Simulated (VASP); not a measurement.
Set up this calculation in VASP 6.6.1, as the native input.

```
Task                   : single point
Functional             : PBE
Potentials or basis    : VASP PAW PBE potentials, release 64 (Sr_sv, O)
Cutoff                 : 520 eV
k mesh                 : 11 × 11 × 11
Occupations            : fermi-dirac, width 0.03 eV
Spin                   : no spin polarisation
Dipole correction      : no
Further INCAR settings : ALGO = Normal; EDIFF = 1e-06; NBANDS = 15
```

The structure of SrO lies in POSCAR:

```
SrO
1.0
    0.0000000000      2.5698000000      2.5698000000
    2.5698000000      0.0000000000      2.5698000000
    2.5698000000      2.5698000000      0.0000000000
Sr O
1 1
Direct
    0.0000000000      0.0000000000      0.0000000000
    0.5000000000      0.5000000000      0.5000000000
```

The input as run:

INCAR

```
SYSTEM = SrO
PREC = Accurate
ENCUT = 520
EDIFF = 1E-6
ISMEAR = -1
SIGMA = 0.03
LREAL = .False.
LASPH = .True.
NELM = 80
ALGO = Normal
ISIF = 2
LWAVE = .False.
LCHARG = .False.
GGA = PE
NBANDS = 15
```

KPOINTS

```
regular mesh
0
Gamma
  11 11 11
  0 0 0
```

Potentials or basis: VASP PAW PBE potentials, release 64 (Sr_sv, O).

Launch:

```bash
$ cat potpaw_PBE.64/Sr_sv/POTCAR potpaw_PBE.64/O/POTCAR > POTCAR
$ mpirun -np 1 vasp_std > vasp.out
```

It gave:

The pressure is 3.5 GPa and the band gap on the k mesh is 3.30 eV, indirect (least direct gap 3.40 eV).

Wall time 23 s on 1 thread of AMD EPYC 7R13 (shared host), peak memory 0.17 GiB.
